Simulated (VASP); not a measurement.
Set up this calculation in VASP 6.6.1, as the native input.

```yaml
Task: single point
Functional: revPBE
Dispersion: D4
Potentials_or_basis: VASP PAW PBE potentials, release 64 (Ta_pv)
Cutoff: 520 eV
k_mesh: 11 × 11 × 5
Occupations: fermi-dirac, width 0.05 eV
Spin: no spin polarisation
Dipole_correction: no
Further_INCAR_settings: ALGO = Normal; EDIFF = 1e-06; NBANDS = 18
```

The structure of Ta lies in POSCAR:

```
Ta
1.0
    2.8881751995      0.0000000000      0.0000000000
   -1.4440875998      2.5012330934      0.0000000000
    0.0000000000      0.0000000000      5.1518637968
Ta
2
Direct
    0.3333333333      0.6666666667      0.2500000000
    0.6666666667      0.3333333333      0.7500000000
```

One way to write it, as run:

INCAR

```
PREC = Accurate
ENCUT = 520
EDIFF = 1E-6
ISMEAR = -1
SIGMA = 0.05
LREAL = F
LASPH = T
NELM = 60
ALGO = Normal
ISIF = 2
LWAVE = F
LCHARG = F
GGA = RE
IVDW = 13
NBANDS = 18
```

KPOINTS

```
regular mesh
0
Gamma
  11 11 5
```

Potentials or basis: VASP PAW PBE potentials, release 64 (Ta_pv).

Run with:

```bash
$ cat potpaw_PBE.64/Ta_pv/POTCAR > POTCAR
$ mpirun -np 1 vasp_std > vasp.out
```

Results of the run:

```yaml
Pressure: 0.0 GPa
Band_gap_on_the_k_mesh: zero (band 11 reaches 6.65 eV, above the bottom of band 12 at 5.18 eV)
Dispersion_energy_per_atom: -0.414 eV
```

Caveat: the PAW data sets were made with another functional, which shifts forces and pressure a little; spin-orbit coupling is left out, which moves the levels of the heavy elements; pairwise dispersion overbinds metals, which lowers pressure and volume.

It took 10 s on 1 thread of Intel(R) Xeon(R) 6975P-C (Granite Rapids), on a shared host, peak memory 0.17 GiB.
